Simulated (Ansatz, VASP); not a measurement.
# Two plane-wave programs on Mg

```
CELL_PARAMETERS angstrom
-1.77893 1.77893 1.77893
1.77893 -1.77893 1.77893
1.77893 1.77893 -1.77893
ATOMIC_POSITIONS crystal
Mg 0.00000 0.00000 0.00000
```

Alike in both runs: functional r2SCAN; k mesh 24 × 24 × 24; occupations fermi-dirac, width 0.1 eV; no spin polarisation.

Ansatz relaxed the structure, and its values are those at the end. VASP's run is a single point on that final structure, the one shown.

|  | VASP | Ansatz |
| --- | --- | --- |
| version | VASP 6.6.1 | Ansatz 0.2.0 |
| potentials or method | VASP PAW PBE potentials, release 64 (Mg) | PAW with Ansatz's default frozen-core files, scalar-relativistic |
| plane-wave cutoff (eV) | 520 | 500 |
| valence electrons in the cell | 2 | 10 |

```csv
,VASP,Ansatz,Ansatz less VASP
pressure (GPa),-0.3,0.0,+0.27
```

VASP's potentials were made for PBE, not for r2SCAN. VASP's potentials hold 2 valence electrons a cell and Ansatz's 10, so a difference there can come from the potentials and not from the codes.
